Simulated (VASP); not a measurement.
# CaO (Fm-3m) in VASP: notebook

The runs below take CaO through electric field gradients, with LDA, PBEsol, r2SCAN.

Everything below comes from runs of VASP 6.6.1. Logs are shortened: lines on timing, memory, paths and dates and some standing lists are left out, and cuts for length are marked.

### 1 The cell of the first run

It takes space group Fm-3m (No. 225, cubic). Conventional cell: a = 4.898 Å, b = 4.898 Å, c = 4.898 Å, α = 90.00°, β = 90.00°, γ = 90.00°. Ca (site symmetry m-3m) has 6 O at 2.45 Å within 3.2 Å. Within 3.2 Å of O (site symmetry m-3m) lie 6 Ca at 2.45 Å.

### 2 Electric field gradients, LDA

The input, INCAR:

```
PREC     = Accurate       # precision mode
ENCUT    = 520            # plane-wave cutoff, eV
EDIFF    = 1E-8           # SCF threshold, eV
ISMEAR   = -1             # smearing method
SIGMA    = 0.03           # smearing width, eV
LREAL    = F              # projectors in reciprocal space
LASPH    = T              # aspherical terms in the spheres
NELM     = 80             # most SCF steps
ALGO     = Normal         # electronic algorithm
ISIF     = 2              # what is computed and relaxed
LWAVE    = F              # write WAVECAR
LCHARG   = F              # write CHGCAR
LEFG     = T            
NBANDS   = 15             # bands
```

The input, KPOINTS:

```
regular mesh
0
Gamma
  9 9 9
```

The input, POSCAR:

```
CaO
1.0
    0.0000000000      2.4490000000      2.4490000000
    2.4490000000      0.0000000000      2.4490000000
    2.4490000000      2.4490000000      0.0000000000
Ca O
1 1
Direct
    0.0000000000      0.0000000000      0.0000000000
    0.5000000000      0.5000000000      0.5000000000
```

Potentials or basis: VASP PAW LDA potentials, release 64 (Ca_sv, O).

The run is started by

```sh
> cat potpaw_LDA.64/Ca_sv/POTCAR potpaw_LDA.64/O/POTCAR > POTCAR
> mpirun -np 1 vasp_std > vasp.out
```

OUTCAR:

```text
PREC = Accurate
   ENCUT = 520
   EDIFF = 1E-8
   ISMEAR = -1
   LREAL = F
   LASPH = T
   NELM = 80
   ISIF = 2

 ion  position               nearest neighbor table
   1  0.000  0.000  0.000-   2 2.45   2 2.45   2 2.45   2 2.45   2 2.45   2 2.45
   2  0.500  0.500  0.500-   1 2.45   1 2.45   1 2.45   1 2.45   1 2.45   1 2.45

  LATTYP: Found a face centered cubic cell.
 ALAT       =     4.8980000000

  Lattice vectors:

 A1 = (   0.0000000000,   2.4490000000,   2.4490000000)
 A2 = (   2.4490000000,   0.0000000000,   2.4490000000)
 A3 = (   2.4490000000,   2.4490000000,   0.0000000000)

Analysis of symmetry for initial positions (statically):
=====================================================================
 Subroutine PRICEL returns:
 Original cell was already a primitive cell.

 Routine SETGRP: Setting up the symmetry group for a
 face centered cubic supercell.

 Subroutine GETGRP returns: Found 48 space group operations
 (whereof 48 operations were pure point group operations)
 out of a pool of 48 trial point group operations.

The static configuration has the point symmetry O_h .

Analysis of symmetry for dynamics (positions and initial velocities):
=====================================================================
 Subroutine PRICEL returns:
 Original cell was already a primitive cell.

 Routine SETGRP: Setting up the symmetry group for a
 face centered cubic supercell.

 Subroutine GETGRP returns: Found 48 space group operations
 (whereof 48 operations were pure point group operations)
 out of a pool of 48 trial point group operations.

The dynamic configuration has the point symmetry O_h .

 Subroutine INISYM returns: Found 48 space group operations
 (whereof 48 operations are pure point group operations),
 and found     1 'primitive' translations

----------------------------------------------------------------------------------------

                                     Primitive cell

  volume of cell :      29.3762

  direct lattice vectors                    reciprocal lattice vectors
     0.000000000  2.449000000  2.449000000    -0.204164965  0.204164965  0.204164965
     2.449000000  0.000000000  2.449000000     0.204164965 -0.204164965  0.204164965
     2.449000000  2.449000000  0.000000000     0.204164965  0.204164965 -0.204164965

  length of vectors
     3.463409014  3.463409014  3.463409014     0.353624093  0.353624093  0.353624093

  position of ions in fractional coordinates (direct lattice)
     0.000000000  0.000000000  0.000000000
     0.500000000  0.500000000  0.500000000

  ion indices of the primitive-cell ions
   primitive index   ion index
                 1           1
                 2           2

----------------------------------------------------------------------------------------

 KPOINTS: regular mesh

Automatic generation of k-mesh.
 Grid dimensions read from file:
 generate k-points for:    9    9    9

 Generating k-lattice:

  Cartesian coordinates                     Fractional coordinates (reciprocal lattice)
    -0.022684996  0.022684996  0.022684996     0.111111111  0.000000000  0.000000000
     0.022684996 -0.022684996  0.022684996     0.000000000  0.111111111  0.000000000
     0.022684996  0.022684996 -0.022684996     0.000000000  0.000000000  0.111111111

  Length of vectors
     0.039291566  0.039291566  0.039291566

  Shift w.r.t. Gamma in fractional coordinates (k-lattice)
     0.000000000  0.000000000  0.000000000

 Subroutine IBZKPT returns following result:
 ===========================================

 Found     35 irreducible k-points:

 Following reciprocal coordinates:
            Coordinates               Weight
  0.000000  0.000000  0.000000      1.000000
  0.111111  0.000000  0.000000      8.000000
  0.222222  0.000000  0.000000      8.000000
  0.333333  0.000000  0.000000      8.000000
  0.444444  0.000000  0.000000      8.000000
  0.111111  0.111111  0.000000      6.000000
[... 16 lines left out ...]
 -0.333333  0.333333  0.000000     12.000000
  0.444444  0.444444  0.000000      6.000000
 [... further k-points ...]
   k-points           NKPTS =     35   k-points in BZ     NKDIM =     35   number of bands    NBANDS=     15
   number of dos      NEDOS =    301   number of ions     NIONS =      2
   total plane-waves  NPLWV =  21952
   dimension x,y,z NGX =    28 NGY =   28 NGZ =   28
   dimension x,y,z NGXF=    56 NGYF=   56 NGZF=   56
   ions per type =               1   1
   NGX,Y,Z   is equivalent  to a cutoff of  13.44, 13.44, 13.44 a.u.
   NGXF,Y,Z  is equivalent  to a cutoff of  26.88, 26.88, 26.88 a.u.
 SYSTEM =  unknown system
   PREC   = accura    normal or accurate (medium, high low for compatibility)
   ISTART =      0    job   : 0-new  1-cont  2-samecut
   ICHARG =      2    charge: 1-file 2-atom 10-const
   ISPIN  =      1    spin polarized calculation?
   LNONCOLLINEAR =      F non collinear calculations
   LSORBIT =      F    spin-orbit coupling
   LASPH  =      T    aspherical Exc in radial PAW
   ENCUT  =  520.0 eV  38.22 Ry    6.18 a.u.   6.44  6.44  6.44*2*pi/ulx,y,z
   NELM   =     80;   NELMIN=  2; NELMDL= -5     # of ELM steps
   EDIFF  = 0.1E-07   stopping-criterion for ELM
   LREAL  =      F    real-space projection
   EDIFFG = 0.1E-06   stopping-criterion for IOM
   NSW    =      0    number of steps for IOM
   IBRION =     -1    ionic relax: 0-MD 1-quasi-New 2-CG
   NFREE  =      0    steps in history (QN), initial steepest desc. (CG)
   ISIF   =      2    stress and relaxation
   ISYM   =      2    0-nonsym 1-usesym 2-fastsym
   POTIM  = 0.5000    time-step for ionic-motion
   TEBEG  =    0.0;   TEEND  =   0.0 temperature during run
   PSTRESS=    0.0 pullay stress
   NELECT =      16.0000    total number of electrons
   NUPDOWN=      -1.0000    fix difference up-down
   EMIN   =  10.00;   EMAX   =-10.00  energy-range for DOS
   EFERMI =   0.00;   METHOD = LEGACY
   ISMEAR =    -1;   SIGMA  =   0.03  broadening in eV -4-tet -1-fermi 0-gaus
   EFERMI_NEDOS =   21; number of points for ismear=-14 and -15
   IALGO  =     38    algorithm
   IMIX   =      4    mixing-type and parameters
     AMIX     =   0.40;   BMIX     =  1.00
     AMIX_MAG =   1.60;   BMIX_MAG =  1.00
  volume/ion in A,a.u.               =      14.69        99.12
  Fermi-wavevector in a.u.,A,eV,Ry     =   1.336953  2.526474 24.319632  1.787443
  Thomas-Fermi vector in A             =   2.465539
   LORBIT       =      0    0 simple, 1 ext, 2 COOP (PROOUT), +10 PAW based schemes
   GGA     = CA    functional components
   LHFCALC =     F    Hartree Fock is set to
   AEXX    =    0.0000 exact exchange contribution
   IVDW    =     0    specifies the selected vdW correction
   LEPSILON=     F    determine dielectric tensor
   LRPA    =     F    only Hartree local field effects (RPA)
 non-spin polarized calculation
  energy-cutoff  :      520.00
  volume of cell :       29.38
 maximum number of plane-waves:       809
 NGX is ok and might be reduce to    28
   NGX = 13   NGY = 13   NGZ = 13

 number of electron      16.0000005 magnetization

 Free energy of the ion-electron system (eV)
  ---------------------------------------------------
  ext. energy  EPLUGINS =         0.00000000
  ---------------------------------------------------
  free energy    TOTEN  =       -14.10465392 eV

  energy without entropy =      -14.10465392  energy(sigma->0) =      -14.10465392

 E-fermi :   2.2798     XC(G=0): -10.7545

 val. band max:        1.6970071654   @ k =   0.0000   0.0000   0.0000
 cond. band min:       5.2302387427   @ k =   0.4444   0.4444   0.0000
 fundamental gap:      3.5332315773
 Fermi energy:         2.2798479767

 k-point     1 :       0.0000    0.0000    0.0000
  band No.  band energies     occupation
      1     -35.5936      2.00000
      2     -16.6799      2.00000
      3     -16.6799      2.00000
      4     -16.6799      2.00000
      5     -13.4017      2.00000
      6       1.6970      2.00000
      7       1.6970      2.00000
      8       1.6970      2.00000
      9       5.8199      0.00000
     10       7.6694      0.00000
     11       7.6694      0.00000
     12       7.6694      0.00000
     13       9.1299      0.00000
     14       9.1299      0.00000
[... 401 lines left out ...]
      2     -17.2094      2.00000
      3     -16.8741      2.00000
      4     -16.8741      2.00000
      5     -13.1219      2.00000
      6       0.3041      2.00000
      7       1.3119      2.00000
      8       1.3119      2.00000
      9       5.2302      0.00000
     10       9.2146      0.00000
     11      10.2132      0.00000
     12      10.7844      0.00000
     13      10.7844      0.00000
     14      12.0751      0.00000
     15      14.6023      0.00000

 [... further k-points ...]

------------------------ aborting loop because EDIFF is reached ----------------------------------------

  FORCE on cell =-STRESS in cart. coord.  units (eV):
  Direction    XX          YY          ZZ          XY          YZ          ZX
  --------------------------------------------------------------------------------------
  -------------------------------------------------------------------------------------
  Total       -2.0550332     -2.0550332     -2.0550332     -0.0000000     -0.0000000      0.0000000
  in kB     -112.0812753   -112.0812753   -112.0812753     -0.0000000     -0.0000000      0.0000000
  external PRESSURE =    -112.0812753 kB  Pullay stress =       0.0000000 kB

 VOLUME and BASIS-vectors are now :
 -----------------------------------------------------------------------------
  energy-cutoff  :      520.00
  volume of cell :       29.38
      direct lattice vectors                 reciprocal lattice vectors
     0.000000000  2.449000000  2.449000000    -0.204164965  0.204164965  0.204164965
     2.449000000  0.000000000  2.449000000     0.204164965 -0.204164965  0.204164965
     2.449000000  2.449000000  0.000000000     0.204164965  0.204164965 -0.204164965

 POSITION                                       TOTAL-FORCE (eV/Angst)
 -----------------------------------------------------------------------------------
      0.00000      0.00000      0.00000         0.000000      0.000000      0.000000
      2.44900      2.44900      2.44900         0.000000     -0.000000     -0.000000
 -----------------------------------------------------------------------------------
    total drift:                                0.000000      0.000000      0.000000

  FREE ENERGIE OF THE ION-ELECTRON SYSTEM (eV)
  ---------------------------------------------------
  free  energy   TOTEN  =       -14.1046539247 eV

  energy  without entropy=      -14.1046539247  energy(sigma->0) =      -14.10465392

 Electric field gradients (V/A^2)
---------------------------------------------------------------------
 ion       V_xx      V_yy      V_zz      V_xy      V_xz      V_yz
---------------------------------------------------------------------
   1       0.000    -0.000    -0.000    -0.000    -0.000    -0.000
   2       0.000     0.000    -0.000    -0.002    -0.002    -0.002
---------------------------------------------------------------------

 Electric field gradients after diagonalization (V/A^2)
 (convention: |V_zz| > |V_xx| > |V_yy|)
----------------------------------------------------------------------
 ion       V_xx      V_yy      V_zz     asymmetry (V_yy - V_xx)/ V_zz
----------------------------------------------------------------------
   1       0.000     0.000    -0.000       0.000
   2       0.002     0.002    -0.004       0.000
----------------------------------------------------------------------

           NMR quadrupolar parameters

 Cq : quadrupolar parameter    Cq=e*Q*V_zz/h
 eta: asymmetry parameters     (V_yy - V_xx)/ V_zz
 Q  : nuclear electric quadrupole moment in mb (millibarn)
----------------------------------------------------------------------
 ion       Cq(MHz)       eta       Q (mb)
----------------------------------------------------------------------
   1      -0.000       0.000       1.000
   2      -0.000       0.000       1.000
----------------------------------------------------------------------
```

It took 34 s on 1 thread of Intel Xeon 8259CL, shared host; peak memory 0.15 GiB.

What came out:

| Property | Result |
| --- | --- |
| Free energy | -14.1047 eV |
| Pressure | -11.2 GPa |
| Band gap on the k mesh | 3.53 eV (least direct gap 3.92 eV) |
| Largest electric field gradient by atom | zero within the noise of the run |

Caveat: the cell stands under tension; an odd mesh through Γ misses points on the zone boundary, where band edges can lie.

[end of part 1 of 2]
